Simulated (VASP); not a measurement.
# SiC (P6_3/mmc) in VASP: a series of runs, part 2 of 2

VASP 6.6.1.

## 4. Single point, PBE

This run uses another cell than the first one, of 10.51 Å³/atom, 0.971 times its volume.

INCAR reads:

```
ALGO = Normal
EDIFF = 1E-7
ENCUT = 520
GGA = PE
ISIF = 2
ISMEAR = -1
LASPH = True
LCHARG = False
LREAL = False
LWAVE = False
NBANDS = 16
NELM = 60
PREC = Accurate
SIGMA = 0.02
```

KPOINTS reads:

```
k-points
0
Gamma
  12 12 6
```

POSCAR reads:

```
SiC
1.0
    3.1373345300      0.0000000000      0.0000000000
   -1.5686672650      2.7170114032      0.0000000000
    0.0000000000      0.0000000000      4.9327234312
Si C
2 2
Direct
    0.3333333333      0.6666666667      0.2500000000
    0.6666666667      0.3333333333      0.7500000000
    0.6666666667      0.3333333333      0.2500000000
    0.3333333333      0.6666666667      0.7500000000
```

Potentials or basis: VASP PAW PBE potentials, release 64 (Si, C).

The run is started by

```console
$ cat potpaw_PBE.64/Si/POTCAR potpaw_PBE.64/C/POTCAR > POTCAR
$ mpirun -np 1 vasp_std > vasp.out
```

OUTCAR:

```text
EDIFF = 1E-7
   ENCUT = 520
   GGA = PE
   ISIF = 2
   ISMEAR = -1
   LASPH = True
   LREAL = False
   NELM = 60
   PREC = Accurate

 ion  position               nearest neighbor table
   1  0.333  0.667  0.250-   3 1.81   3 1.81   3 1.81   4 2.47   4 2.47   2 3.06   2 3.06   2 3.06
                             2 3.06   2 3.06   2 3.06
   2  0.667  0.333  0.750-   4 1.81   4 1.81   4 1.81   3 2.47   3 2.47   1 3.06   1 3.06   1 3.06
                             1 3.06   1 3.06   1 3.06
   3  0.667  0.333  0.250-   1 1.81   1 1.81   1 1.81   2 2.47   2 2.47
   4  0.333  0.667  0.750-   2 1.81   2 1.81   2 1.81   1 2.47   1 2.47

  LATTYP: Found a hexagonal cell.
 ALAT       =     3.1373345300
 C/A-ratio  =     1.5722656873

  Lattice vectors:

 A1 = (   3.1373345300,   0.0000000000,   0.0000000000)
 A2 = (  -1.5686672650,   2.7170114032,   0.0000000000)
 A3 = (   0.0000000000,   0.0000000000,   4.9327234312)

Analysis of symmetry for initial positions (statically):
=====================================================================
 Subroutine PRICEL returns:
 Original cell was already a primitive cell.

 Routine SETGRP: Setting up the symmetry group for a
 hexagonal supercell.

 Subroutine GETGRP returns: Found 24 space group operations
 (whereof 12 operations were pure point group operations)
 out of a pool of 24 trial point group operations.

The static configuration has the point symmetry D_3d.
 The point group associated with its full space group is D_6h.

Analysis of symmetry for dynamics (positions and initial velocities):
=====================================================================
 Subroutine PRICEL returns:
 Original cell was already a primitive cell.

 Routine SETGRP: Setting up the symmetry group for a
 hexagonal supercell.

 Subroutine GETGRP returns: Found 24 space group operations
 (whereof 12 operations were pure point group operations)
 out of a pool of 24 trial point group operations.

The dynamic configuration has the point symmetry D_3d.
 The point group associated with its full space group is D_6h.

 Subroutine INISYM returns: Found 24 space group operations
 (whereof 12 operations are pure point group operations),
 and found     1 'primitive' translations

----------------------------------------------------------------------------------------

                                     Primitive cell

  volume of cell :      42.0474

  direct lattice vectors                    reciprocal lattice vectors
     3.137334530  0.000000000  0.000000000     0.318741910  0.184025727  0.000000000
    -1.568667265  2.717011403  0.000000000     0.000000000  0.368051455  0.000000000
     0.000000000  0.000000000  4.932723431     0.000000000  0.000000000  0.202727766

  length of vectors
     3.137334530  3.137334530  4.932723431     0.368051455  0.368051455  0.202727766

  position of ions in fractional coordinates (direct lattice)
     0.333333333  0.666666667  0.250000000
     0.666666667  0.333333333  0.750000000
     0.666666667  0.333333333  0.250000000
     0.333333333  0.666666667  0.750000000

  ion indices of the primitive-cell ions
   primitive index   ion index
                 1           1
                 2           2
                 3           3
                 4           4

----------------------------------------------------------------------------------------

 KPOINTS: k-points

Automatic generation of k-mesh.
 Grid dimensions read from file:
 generate k-points for:   12   12    6

 Generating k-lattice:

  Cartesian coordinates                     Fractional coordinates (reciprocal lattice)
     0.026561826  0.015335477  0.000000000     0.083333333  0.000000000  0.000000000
     0.000000000  0.030670955  0.000000000     0.000000000  0.083333333  0.000000000
     0.000000000  0.000000000  0.033787961     0.000000000  0.000000000  0.166666667

  Length of vectors
     0.030670955  0.030670955  0.033787961

  Shift w.r.t. Gamma in fractional coordinates (k-lattice)
     0.000000000  0.000000000  0.000000000

 Subroutine IBZKPT returns following result:
 ===========================================

 Found     76 irreducible k-points:

 Following reciprocal coordinates:
            Coordinates               Weight
  0.000000  0.000000  0.000000      1.000000
  0.083333  0.000000  0.000000      6.000000
  0.166667  0.000000  0.000000      6.000000
  0.250000  0.000000  0.000000      6.000000
  0.333333  0.000000  0.000000      6.000000
  0.416667  0.000000  0.000000      6.000000
[... 16 lines left out ...]
  0.250000  0.000000  0.166667     12.000000
  0.333333  0.000000  0.166667     12.000000
 [... further k-points ...]
   k-points           NKPTS =     76   k-points in BZ     NKDIM =     76   number of bands    NBANDS=     16
   number of dos      NEDOS =    301   number of ions     NIONS =      4
   total plane-waves  NPLWV =  23040
   dimension x,y,z NGX =    24 NGY =   24 NGZ =   40
   dimension x,y,z NGXF=    48 NGYF=   48 NGZF=   80
   ions per type =               2   2
   NGX,Y,Z   is equivalent  to a cutoff of  12.72, 12.72, 13.48 a.u.
   NGXF,Y,Z  is equivalent  to a cutoff of  25.43, 25.43, 26.96 a.u.
 SYSTEM =  unknown system
   PREC   = accura    normal or accurate (medium, high low for compatibility)
   ISTART =      0    job   : 0-new  1-cont  2-samecut
   ICHARG =      2    charge: 1-file 2-atom 10-const
   ISPIN  =      1    spin polarized calculation?
   LNONCOLLINEAR =      F non collinear calculations
   LSORBIT =      F    spin-orbit coupling
   LASPH  =      T    aspherical Exc in radial PAW
   ENCUT  =  520.0 eV  38.22 Ry    6.18 a.u.   5.83  5.83  9.17*2*pi/ulx,y,z
   NELM   =     60;   NELMIN=  2; NELMDL= -5     # of ELM steps
   EDIFF  = 0.1E-06   stopping-criterion for ELM
   LREAL  =      F    real-space projection
   EDIFFG = 0.1E-05   stopping-criterion for IOM
   NSW    =      0    number of steps for IOM
   IBRION =     -1    ionic relax: 0-MD 1-quasi-New 2-CG
   NFREE  =      0    steps in history (QN), initial steepest desc. (CG)
   ISIF   =      2    stress and relaxation
   ISYM   =      2    0-nonsym 1-usesym 2-fastsym
   POTIM  = 0.5000    time-step for ionic-motion
   TEBEG  =    0.0;   TEEND  =   0.0 temperature during run
   PSTRESS=    0.0 pullay stress
   NELECT =      16.0000    total number of electrons
   NUPDOWN=      -1.0000    fix difference up-down
   EMIN   =  10.00;   EMAX   =-10.00  energy-range for DOS
   EFERMI =   0.00;   METHOD = LEGACY
   ISMEAR =    -1;   SIGMA  =   0.02  broadening in eV -4-tet -1-fermi 0-gaus
   EFERMI_NEDOS =   21; number of points for ismear=-14 and -15
   IALGO  =     38    algorithm
   IMIX   =      4    mixing-type and parameters
     AMIX     =   0.40;   BMIX     =  1.00
     AMIX_MAG =   1.60;   BMIX_MAG =  1.00
  volume/ion in A,a.u.               =      10.51        70.94
  Fermi-wavevector in a.u.,A,eV,Ry     =   1.186320  2.241819 19.148225  1.407355
  Thomas-Fermi vector in A             =   2.322495
   LORBIT       =      0    0 simple, 1 ext, 2 COOP (PROOUT), +10 PAW based schemes
   GGA     = PE    functional components
   LHFCALC =     F    Hartree Fock is set to
   AEXX    =    0.0000 exact exchange contribution
   IVDW    =     0    specifies the selected vdW correction
   LEPSILON=     F    determine dielectric tensor
   LRPA    =     F    only Hartree local field effects (RPA)
 non-spin polarized calculation
  energy-cutoff  :      520.00
  volume of cell :       42.05
 maximum number of plane-waves:      1148
 NGX is ok and might be reduce to    24
   NGX = 11   NGY = 11   NGZ = 19

 number of electron      16.0000001 magnetization

 Free energy of the ion-electron system (eV)
  ---------------------------------------------------
  ext. energy  EPLUGINS =         0.00000000
  ---------------------------------------------------
  free energy    TOTEN  =       -28.29387347 eV

  energy without entropy =      -28.29363515  energy(sigma->0) =      -28.29375431

 E-fermi :  10.2336     XC(G=0): -11.2925

 val. band max:       10.2200800227   @ k =   0.0833   0.0000   0.0000
 cond. band min:      10.3008311050   @ k =   0.0000   0.0000   0.0000
 fundamental gap:      0.0807510823
 Fermi energy:        10.2335872495

 k-point     1 :       0.0000    0.0000    0.0000
  band No.  band energies     occupation
      1      -7.4165      2.00000
      2      -3.9563      2.00000
      3       0.6052      2.00000
      4       5.8482      2.00000
      5       5.8482      2.00000
      6       7.1109      2.00000
[... 433 lines left out ...]
      3       0.7371      2.00000
      4       2.8259      2.00000
      5       3.1542      2.00000
      6       4.4872      2.00000
[... 8 lines left out ...]
     15      18.5118      0.00000
     16      19.0265      0.00000

 [... further k-points ...]
[... 5 lines left out ...]
  --------------------------------------------------------------------------------------
  -------------------------------------------------------------------------------------
  Total        1.3437464      1.3437464      0.2601462      0.0000000     -0.0000000      0.0000000
  in kB       51.2022272     51.2022272      9.9126340      0.0000000     -0.0000000      0.0000000
  external PRESSURE =      37.4390294 kB  Pullay stress =       0.0000000 kB

 VOLUME and BASIS-vectors are now :
 -----------------------------------------------------------------------------
  energy-cutoff  :      520.00
  volume of cell :       42.05
      direct lattice vectors                 reciprocal lattice vectors
     3.137334530  0.000000000  0.000000000     0.318741910  0.184025727  0.000000000
    -1.568667265  2.717011403  0.000000000     0.000000000  0.368051455  0.000000000
     0.000000000  0.000000000  4.932723431     0.000000000  0.000000000  0.202727766

 POSITION                                       TOTAL-FORCE (eV/Angst)
 -----------------------------------------------------------------------------------
     -0.00000      1.81134      1.23318         0.000000     -0.000000      0.000000
      1.56867      0.90567      3.69954         0.000000      0.000000      0.000000
      1.56867      0.90567      1.23318         0.000000     -0.000000      0.000000
     -0.00000      1.81134      3.69954        -0.000000      0.000000      0.000000
 -----------------------------------------------------------------------------------
    total drift:                               -0.000000     -0.000000     -0.000000

  FREE ENERGIE OF THE ION-ELECTRON SYSTEM (eV)
  ---------------------------------------------------
  free  energy   TOTEN  =       -28.2938734681 eV

  energy  without entropy=      -28.2936351504  energy(sigma->0) =      -28.29375431
```

Run time: 26 s. Hardware: 1 thread of Intel Xeon Platinum 8488C (Sapphire Rapids), shared host; peak memory 0.17 GiB.

What came out:

| Property | Result |
| --- | --- |
| Free energy | -28.2939 eV |
| Pressure | 3.7 GPa |
| Band gap on the k mesh | zero (band 8 reaches 10.30 eV, above the bottom of band 9 at 10.17 eV) |

Stress tensor (GPa, compression positive):
```
5.12 0.00 0.00
0.00 5.12 0.00
0.00 0.00 0.99
```

## 5. Single point, r2SCAN

This run uses another cell than the first one, of 10.51 Å³/atom, 0.971 times its volume.

POSCAR is that of step 4.

INCAR.step1 reads:

```
SYSTEM = SiC
PREC = Accurate
ENCUT = 520
ISMEAR = -1
SIGMA = 0.02
LREAL = .False.
LASPH = .True.
NELM = 80
NBANDS = 16
GGA = PE
ALGO = Normal
EDIFF = 1E-4
LWAVE = .True.
LCHARG = .False.
```

INCAR.step2 reads:

```
SYSTEM = SiC
PREC = Accurate
ENCUT = 520
EDIFF = 1E-6
ISMEAR = -1
SIGMA = 0.02
LREAL = .False.
LASPH = .True.
NELM = 80
ALGO = Normal
ISIF = 2
LWAVE = .False.
LCHARG = .False.
METAGGA = R2SCAN
LMIXTAU = .True.
NBANDS = 16
ISTART = 1
```

KPOINTS reads:

```
Automatic mesh
0
Gamma
  12 12 6
  0 0 0
```

The run is started by

```console
$ cat potpaw_PBE.64/Si/POTCAR potpaw_PBE.64/C/POTCAR > POTCAR
$ cp INCAR.step1 INCAR
$ mpirun -np 1 vasp_std > vasp.out
$ cp INCAR.step2 INCAR
$ mpirun -np 1 vasp_std > vasp.out
```

It took 97 s on 1 thread of Intel Xeon Platinum 8488C (Sapphire Rapids), shared host; peak memory 0.18 GiB.

It converged, with:

```
Free energy            : -36.6913 eV
Pressure               : -0.2 GPa
Band gap on the k mesh : 0.11 eV, indirect (least direct gap 1.87 eV)
```

Stress tensor (GPa, compression positive):
```
-0.42  0.00  0.00
 0.00 -0.42  0.00
 0.00  0.00  0.11
```

Levels at points of the mesh, in eV from the valence-band top:
```tsv
k point	band 4	band 5	band 6	band 7	band 8	band 9	band 10	band 11	band 12	band 13
(0.00, 0.00, 0.00)	-4.74	-4.74	-3.40	-3.40	0.00	1.87	3.98	4.24	4.24	6.20
(0.50, 0.00, 0.00)	-9.36	-6.90	-6.61	-4.58	-4.37	0.11	3.37	4.32	6.83	7.55
(0.00, 0.00, 0.50)	-5.58	-4.12	-4.12	-4.12	-4.12	3.25	3.25	4.84	4.84	4.84
(0.50, 0.00, 0.50)	-11.20	-5.74	-5.74	-3.25	-3.25	1.57	1.57	1.98	1.98	10.16
```

Caveat: the PAW data sets were made with another functional, which shifts forces and pressure a little. A k mesh can miss the band edges.

## 6. The runs side by side

```tsv
level	cell	k mesh	gap on the mesh (eV)	pressure (GPa)
r2SCAN	a = 3.168, b = 3.168, c = 4.982 Å, angles 90.0, 90.0, 120.0°, 4 atoms	9 × 9 × 4	0.13	-6.4
r2SCAN	a = 3.199, b = 3.199, c = 5.029 Å, angles 90.0, 90.0, 120.0°, 4 atoms	9 × 9 × 4	0.09	-11.7
PBE	a = 3.137, b = 3.137, c = 4.933 Å, angles 90.0, 90.0, 120.0°, 4 atoms	12 × 12 × 6	none	3.7
r2SCAN	a = 3.137, b = 3.137, c = 4.933 Å, angles 90.0, 90.0, 120.0°, 4 atoms	12 × 12 × 6	0.11	-0.2
```

Alike in all rows: task single point; potentials or basis VASP PAW PBE potentials, release 64 (Si, C); no spin polarisation; cutoff (eV) 520; smearing fermi-dirac 0.02 eV.

Caveats: the PAW data sets were made with another functional, which shifts forces and pressure a little (some runs).

Total energies depend on the potentials used, so only differences within one code and one set of settings carry meaning.
